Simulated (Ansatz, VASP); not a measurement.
**Pb in VASP and in Ansatz**

File INCAR:

```
SYSTEM = Pb
PREC     = Accurate       ! precision mode
ENCUT    = 600            ! plane-wave cutoff, eV
EDIFF    = 1E-7           ! SCF threshold, eV
ISMEAR   = -1             ! smearing method
SIGMA    = 0.05           ! smearing width, eV
LREAL    = .False.        ! projectors in reciprocal space
LASPH    = .True.         ! aspherical terms in the spheres
NELM     = 100            ! most SCF steps
ALGO     = Normal         ! electronic algorithm
ISIF     = 3              ! what is computed and relaxed
LWAVE    = .False.        ! write WAVECAR
LCHARG   = .False.        ! write CHGCAR
GGA      = PE             ! functional
IBRION   = 2              ! ionic algorithm
NSW      = 80             ! ionic steps
EDIFFG   = -0.02          ! ionic threshold
```

KPOINTS

```
Automatic mesh
0
Gamma
  9 9 9
  0 0 0
```

Contents of POSCAR:

```
Pb
1.0
    0.0000000000      2.4750200000      2.4750200000
    2.4750200000      0.0000000000      2.4750200000
    2.4750200000      2.4750200000      0.0000000000
Pb
1
Direct
    0.0000000000      0.0000000000      0.0000000000
```

Contents of input.yaml:

```yaml
crystal:
  lattice:
    - [0.0, 2.47502, 2.47502]
    - [2.47502, 0.0, 2.47502]
    - [2.47502, 2.47502, 0.0]
  atoms:
    - { symbol: Pb, position: [0.0, 0.0, 0.0] }
kpoints:
  mp_grid: { grid: [9, 9, 9] }
scf:
  occupations: { method: fermi_dirac, width: 0.05 }
hamiltonian:
  xc: pbe
  pseudopotentials: { kind: all_electron, lapw: { basis_error: 0.001 } }
output:
  forces: true
  stress: true
relax:
  f_tol: 0.02
  max_steps: 60
  cell: {}
```

Alike in both runs: task relaxation of cell and atoms; functional PBE; k mesh 9 × 9 × 9; occupations fermi-dirac, width 0.05 eV; no spin polarisation.

```csv
,VASP,Ansatz
version,VASP 6.6.1,Ansatz 0.2.0
potentials or method,"VASP PAW PBE potentials, release 64 (Pb_d), cutoff 600 eV","all-electron LAPW, scalar-relativistic"
```

VASP gave:

```
relaxed volume (Å³/atom)                                     : 31.85
relaxed cell length with the largest relative difference (Å) : 3.558
```

Q: Which values does Ansatz return?

A: Relaxed volume (Å³/atom): 31.88; relaxed cell length with the largest relative difference (Å): 3.559.

Ansatz ran all-electron here, and VASP with PAW potentials.

Spin-orbit coupling is off throughout.
